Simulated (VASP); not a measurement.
# PbO (P1) in VASP: single point with PBE

Aim: the single point of PbO with PBE.

Everything below comes from runs of VASP 6.6.1. Logs are shortened: lines on timing, memory, paths and dates and some standing lists are left out, and cuts for length are marked.

**1. The cell of the first run**

The typed cell holds 2 atoms: a = 3.618 Å, b = 3.536 Å, c = 3.292 Å, α = 90.22°, β = 90.84°, γ = 120.30°.

**2. Single point, PBE (atoms moved at random and the cell strained at random)**

The input, INCAR:

```
PREC = Accurate
ENCUT = 520
EDIFF = 1E-7
ISMEAR = 0
SIGMA = 0.05
LREAL = F
LASPH = T
NELM = 60
ALGO = Normal
ISIF = 2
LWAVE = F
LCHARG = T
GGA = PE
LELF = T
LVHAR = T
NBANDS = 17
```

The input, KPOINTS:

```
regular mesh
0
Gamma
  12 12 10
```

The input, POSCAR:

```
PbO
1.0
    3.6181560897      0.0145098001     -0.0264225107
   -1.7965121894      3.0455251080     -0.0070974243
   -0.0244025467     -0.0216576897      3.2918413078
Pb O
1 1
Direct
   -0.0030060794      0.0124088642     -0.0184690075
    0.6696727460      0.3209244691      0.5184690075
```

Potentials or basis: VASP PAW PBE potentials, release 64 (Pb_d, O).

Run with:

```sh
$ cat potpaw_PBE.64/Pb_d/POTCAR potpaw_PBE.64/O/POTCAR > POTCAR
$ mpirun -np 1 vasp_std > vasp.out
```

OUTCAR:

```text
PREC = Accurate
   ENCUT = 520
   EDIFF = 1E-7
   ISMEAR = 0
   LREAL = F
   LASPH = T
   NELM = 60
   ISIF = 2
   GGA = PE

 ion  position               nearest neighbor table
   1  0.997  0.012  0.982-   2 2.49   2 2.59   2 2.62   2 2.66   2 2.72   2 2.77
   2  0.670  0.321  0.518-   1 2.49   1 2.59   1 2.62   1 2.66   1 2.72   1 2.77

  LATTYP: Found a triclinic cell.
 ALAT       =     3.5613654298
 B/A-ratio  =     0.9928551222
 C/A-ratio  =     0.9243654049
 COS(alpha) =     0.0039074010
 COS(beta)  =     0.0188560099
 COS(gamma) =     0.4802023531

  Lattice vectors:

 A1 = (  -1.8216439003,  -3.0600349081,   0.0335199350)
 A2 = (   1.7965121894,  -3.0455251080,   0.0070974243)
 A3 = (  -0.0244025467,  -0.0216576897,   3.2918413078)

Analysis of symmetry for initial positions (statically):
=====================================================================
 Subroutine PRICEL returns:
 Original cell was already a primitive cell.

 Routine SETGRP: Setting up the symmetry group for a
 triclinic supercell.

 Subroutine GETGRP returns: Found  1 space group operations
 (whereof  1 operations were pure point group operations)
 out of a pool of  2 trial point group operations.

The static configuration has the point symmetry C_1 .

Analysis of symmetry for dynamics (positions and initial velocities):
=====================================================================
 Subroutine PRICEL returns:
 Original cell was already a primitive cell.

 Routine SETGRP: Setting up the symmetry group for a
 triclinic supercell.

 Subroutine GETGRP returns: Found  1 space group operations
 (whereof  1 operations were pure point group operations)
 out of a pool of  2 trial point group operations.

The dynamic configuration has the point symmetry C_1 .

 Subroutine INISYM returns: Found  1 space group operations
 (whereof  1 operations are pure point group operations),
 and found     1 'primitive' translations

----------------------------------------------------------------------------------------

                                     Primitive cell

  volume of cell :      36.3557

  direct lattice vectors                    reciprocal lattice vectors
     3.618156090  0.014509800 -0.026422511     0.275754264  0.162670799  0.003114421
    -1.796512189  3.045525108 -0.007097424    -0.001298056  0.327589896  0.002145658
    -0.024402547 -0.021657690  3.291841308     0.002210589  0.002012009  0.303810976

  length of vectors
     3.618281660  3.535919909  3.292002997     0.320174800  0.327599495  0.303825680

  position of ions in fractional coordinates (direct lattice)
     0.996993921  0.012408864  0.981530992
     0.669672746  0.320924469  0.518469008

  ion indices of the primitive-cell ions
   primitive index   ion index
                 1           1
                 2           2

----------------------------------------------------------------------------------------

 KPOINTS: regular mesh

Automatic generation of k-mesh.
 Grid dimensions read from file:
 generate k-points for:   12   12   10

 Generating k-lattice:

  Cartesian coordinates                     Fractional coordinates (reciprocal lattice)
     0.022979522  0.013555900  0.000259535     0.083333333  0.000000000  0.000000000
    -0.000108171  0.027299158  0.000178805    -0.000000000  0.083333333  0.000000000
     0.000221059  0.000201201  0.030381098     0.000000000  0.000000000  0.100000000

  Length of vectors
     0.026681233  0.027299958  0.030382568

  Shift w.r.t. Gamma in fractional coordinates (k-lattice)
     0.000000000  0.000000000  0.000000000

 Subroutine IBZKPT returns following result:
 ===========================================

 Found    724 irreducible k-points:

 Following reciprocal coordinates:
            Coordinates               Weight
  0.000000  0.000000  0.000000      1.000000
  0.083333 -0.000000 -0.000000      2.000000
  0.166667  0.000000 -0.000000      2.000000
  0.250000  0.000000 -0.000000      2.000000
  0.333333  0.000000 -0.000000      2.000000
  0.416667 -0.000000  0.000000      2.000000
[... 16 lines left out ...]
  0.250000  0.166667 -0.000000      2.000000
  0.333333  0.166667 -0.000000      2.000000
 [... further k-points ...]
   k-points           NKPTS =    724   k-points in BZ     NKDIM =    724   number of bands    NBANDS=     17
   number of dos      NEDOS =    301   number of ions     NIONS =      2
   total plane-waves  NPLWV =  18816
   dimension x,y,z NGX =    28 NGY =   28 NGZ =   24
   dimension x,y,z NGXF=    56 NGYF=   56 NGZF=   48
   ions per type =               1   1
   NGX,Y,Z   is equivalent  to a cutoff of  12.86, 13.16, 12.12 a.u.
   NGXF,Y,Z  is equivalent  to a cutoff of  25.73, 26.33, 24.24 a.u.
 SYSTEM =  unknown system
   PREC   = accura    normal or accurate (medium, high low for compatibility)
   ISTART =      0    job   : 0-new  1-cont  2-samecut
   ICHARG =      2    charge: 1-file 2-atom 10-const
   ISPIN  =      1    spin polarized calculation?
   LNONCOLLINEAR =      F non collinear calculations
   LSORBIT =      F    spin-orbit coupling
   LASPH  =      T    aspherical Exc in radial PAW
   ENCUT  =  520.0 eV  38.22 Ry    6.18 a.u.   6.73  6.57  6.12*2*pi/ulx,y,z
   NELM   =     60;   NELMIN=  2; NELMDL= -5     # of ELM steps
   EDIFF  = 0.1E-06   stopping-criterion for ELM
   LREAL  =      F    real-space projection
   EDIFFG = 0.1E-05   stopping-criterion for IOM
   NSW    =      0    number of steps for IOM
   IBRION =     -1    ionic relax: 0-MD 1-quasi-New 2-CG
   NFREE  =      0    steps in history (QN), initial steepest desc. (CG)
   ISIF   =      2    stress and relaxation
   ISYM   =      2    0-nonsym 1-usesym 2-fastsym
   POTIM  = 0.5000    time-step for ionic-motion
   TEBEG  =    0.0;   TEEND  =   0.0 temperature during run
   PSTRESS=    0.0 pullay stress
   NELECT =      20.0000    total number of electrons
   NUPDOWN=      -1.0000    fix difference up-down
   EMIN   =  10.00;   EMAX   =-10.00  energy-range for DOS
   EFERMI =   0.00;   METHOD = LEGACY
   ISMEAR =     0;   SIGMA  =   0.05  broadening in eV -4-tet -1-fermi 0-gaus
   EFERMI_NEDOS =   21; number of points for ismear=-14 and -15
   IALGO  =     38    algorithm
   IMIX   =      4    mixing-type and parameters
     AMIX     =   0.40;   BMIX     =  1.00
     AMIX_MAG =   1.60;   BMIX_MAG =  1.00
  volume/ion in A,a.u.               =      18.18       122.67
  Fermi-wavevector in a.u.,A,eV,Ry     =   1.341408  2.534893 24.481975  1.799374
  Thomas-Fermi vector in A             =   2.469644
   LORBIT       =      0    0 simple, 1 ext, 2 COOP (PROOUT), +10 PAW based schemes
   GGA     = PE    functional components
   LHFCALC =     F    Hartree Fock is set to
   AEXX    =    0.0000 exact exchange contribution
   IVDW    =     0    specifies the selected vdW correction
   LEPSILON=     F    determine dielectric tensor
   LRPA    =     F    only Hartree local field effects (RPA)
 non-spin polarized calculation
 Gauss-broadening in eV      SIGMA  =   0.05
  energy-cutoff  :      520.00
  volume of cell :       36.36
 maximum number of plane-waves:      1000
   NGX = 13   NGY = 13   NGZ = 13

 number of electron      19.9999998 magnetization

 Free energy of the ion-electron system (eV)
  ---------------------------------------------------
  ext. energy  EPLUGINS =         0.00000000
  ---------------------------------------------------
  free energy    TOTEN  =       -10.17887132 eV

  energy without entropy =      -10.17886625  energy(sigma->0) =      -10.17886879

 E-fermi :   6.4970     XC(G=0): -10.5184

 val. band max:        6.4149390625   @ k =   0.3333   0.3333  -0.0000
 cond. band min:       6.5693205538   @ k =   0.0000   0.0000   0.5000
 fundamental gap:      0.1543814913
 Fermi energy:         6.4969602521

 k-point     1 :       0.0000    0.0000    0.0000
  band No.  band energies     occupation
      1     -11.2880      2.00000
      2     -10.4932      2.00000
      3     -10.3247      2.00000
      4     -10.2877      2.00000
      5     -10.0623      2.00000
      6     -10.0291      2.00000
[... 9 lines left out ...]
     16      20.4592      0.00000
     17      21.4343      0.00000

 k-point     2 :       0.0833   -0.0000   -0.0000
  band No.  band energies     occupation
      1     -11.2733      2.00000
      2     -10.4896      2.00000
      3     -10.3054      2.00000
      4     -10.2714      2.00000
      5     -10.0668      2.00000
      6     -10.0317      2.00000
[... 9 lines left out ...]
     16      20.3557      0.00000
     17      21.2816      0.00000

 k-point     3 :       0.1667    0.0000   -0.0000
  band No.  band energies     occupation
      1     -11.2377      2.00000
      2     -10.4816      2.00000
      3     -10.2568      2.00000
      4     -10.2154      2.00000
      5     -10.0786      2.00000
      6     -10.0369      2.00000
[... 9 lines left out ...]
     16      20.6308      0.00000
     17      21.3513      0.00000

 k-point     4 :       0.2500    0.0000   -0.0000
  band No.  band energies     occupation
      1     -11.1999      2.00000
      2     -10.4714      2.00000
      3     -10.2021      2.00000
      4     -10.1394      2.00000
      5     -10.0725      2.00000
      6     -10.0341      2.00000
[... 9 lines left out ...]
     16      21.6209      0.00000
     17      21.9797      0.00000
[... 343 lines left out ...]
      1     -11.1932      2.00000
      2     -10.4477      2.00000
      3     -10.2361      2.00000
      4     -10.1278      2.00000
      5     -10.0580      2.00000
      6      -9.9451      2.00000
[... 9 lines left out ...]
     16      20.5961      0.00000
     17      22.6244      0.00000

 k-point    23 :       0.2500    0.1667   -0.0000
  band No.  band energies     occupation
      1     -11.1664      2.00000
      2     -10.4354      2.00000
      3     -10.2091      2.00000
      4     -10.1387      2.00000
      5     -10.0642      2.00000
      6      -9.8206      2.00000
[... 9 lines left out ...]
     16      21.0979      0.00000
     17      21.8601      0.00000

 k-point    24 :       0.3333    0.1667   -0.0000
  band No.  band energies     occupation
      1     -11.1471      2.00000
      2     -10.4279      2.00000
      3     -10.1853      2.00000
      4     -10.1448      2.00000
      5     -10.0725      2.00000
      6      -9.7253      2.00000
[... 9 lines left out ...]
     16      21.0813      0.00000
     17      21.8531      0.00000

 [... further k-points ...]
[... 5 lines left out ...]
  --------------------------------------------------------------------------------------
  -------------------------------------------------------------------------------------
  Total       -0.1138326      0.1703828      0.2359035      0.0752889     -0.0625396      0.0921557
  in kB       -5.0165468      7.5086884     10.3961572      3.3179471     -2.7560898      4.0612577
  external PRESSURE =       4.2960996 kB  Pullay stress =       0.0000000 kB

 VOLUME and BASIS-vectors are now :
 -----------------------------------------------------------------------------
  energy-cutoff  :      520.00
  volume of cell :       36.36
      direct lattice vectors                 reciprocal lattice vectors
     3.618156090  0.014509800 -0.026422511     0.275754264  0.162670799  0.003114421
    -1.796512189  3.045525108 -0.007097424    -0.001298056  0.327589896  0.002145658
    -0.024402547 -0.021657690  3.291841308     0.002210589  0.002012009  0.303810976

 POSITION                                       TOTAL-FORCE (eV/Angst)
 -----------------------------------------------------------------------------------
      3.56104      0.03100      3.20461         0.075436     -0.127225     -0.224501
      1.83378      0.97587      1.68675        -0.075436      0.127225      0.224501
 -----------------------------------------------------------------------------------
    total drift:                                0.000028     -0.000052      0.000427

  FREE ENERGIE OF THE ION-ELECTRON SYSTEM (eV)
  ---------------------------------------------------
  free  energy   TOTEN  =       -10.1788713215 eV

  energy  without entropy=      -10.1788662522  energy(sigma->0) =      -10.17886879
```

It took 2.4 min on 1 thread of Intel Xeon 6975P-C (Granite Rapids), shared host; peak memory 0.5 GiB.

Results:

* Free energy: -10.1789 eV
* Pressure: 0.4 GPa
* Largest force: 0.269 eV/Å
* Band gap on the k mesh: 0.15 eV (least direct gap 0.38 eV)

Forces in eV/Å, atoms in the order of the input:
```
Pb   0.075 -0.127 -0.225
O   -0.075  0.127  0.225
```

Caveat: the cell differs from its parent crystal (atoms moved at random and the cell strained at random); spin-orbit coupling is left out, which moves the levels of the heavy elements.
